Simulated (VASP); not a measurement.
Here is a VASP 6.6.1 calculation.

Contents of INCAR:

```
ALGO = Normal
EDIFF = 1E-6
ENCUT = 520
GGA = PE
ISIF = 2
ISMEAR = -1
ISPIN = 2
LASPH = T
LCHARG = T
LELF = T
LORBIT = 11
LREAL = Auto
LVHAR = T
LWAVE = F
MAGMOM = 0 0 0 0 0 0 0 0 0 0 0 0 0 0 0 0 0 0 0
NBANDS = 56
NELM = 150
PREC = Accurate
SIGMA = 0.05
```

File KPOINTS:

```
k-points
0
Gamma
  2 2 1
```

The input POSCAR:

```
LiC18
1.0
    7.3980000000      0.0000000000      0.0000000000
   -3.6990000000      6.4068560000      0.0000000000
    0.0000000000      0.0000000000     11.0000000000
C Li
18 1
Direct
   -0.0043229824     -0.0079260405      0.0929249091
    0.2178142778      0.1033684853      0.0928140000
   -0.0046864998      0.3248332724      0.0940200000
    0.2180425935      0.4361265494      0.0920988182
   -0.0046295929      0.6587978565      0.0921040909
    0.2183183116      0.7709472478      0.0858403636
    0.3296574958     -0.0067171792      0.0903096364
    0.5516574031      0.1035156713      0.0919516364
    0.3294104219      0.3251804005      0.0933392727
    0.5513185817      0.4364327839      0.0929234545
    0.3301921453      0.6590747474      0.0858301818
    0.5525276979      0.7704136007      0.0903046364
    0.6627598632     -0.0075862482      0.0919522727
    0.8845635566      0.1028946179      0.0937735455
    0.6621388978      0.3253191581      0.0937731818
    0.8840772335      0.4360695792      0.0940190909
    0.6626132418      0.6585698196      0.0928106364
    0.8844251253      0.7701657412      0.0933421818
    0.2170786422      0.6577385226      0.2576863636
```

Potentials or basis: VASP PAW PBE potentials, release 64 (C, Li_sv).

Launch:

```console
$ cat potpaw_PBE.64/C/POTCAR potpaw_PBE.64/Li_sv/POTCAR > POTCAR
$ mpirun -np 1 vasp_std > vasp.out
```

Question: What does it give for the net moment?

Answer: 0.00 μB per cell.

Question: Estimate the largest force.

Answer: 0.338 eV/Å.

Forces on the atoms (eV/Å):
```
C    0.011  0.022  0.000
C    0.009  0.016  0.002
C    0.009  0.013  0.011
C    0.013  0.011  0.012
C    0.003  0.021  0.008
C    0.012  0.024 -0.005
C    0.012  0.014 -0.010
C    0.009  0.011 -0.007
C    0.003  0.017 -0.002
C    0.014  0.019 -0.003
C    0.014  0.025 -0.003
C    0.013  0.015 -0.011
C    0.006  0.012 -0.003
C    0.011  0.015 -0.006
C    0.006  0.020  0.003
C    0.009  0.013  0.012
C    0.010  0.012  0.003
C    0.006  0.013 -0.001
Li  -0.169 -0.293  0.000
```

Caveat: the k points lie up to 0.49 Å⁻¹ apart.
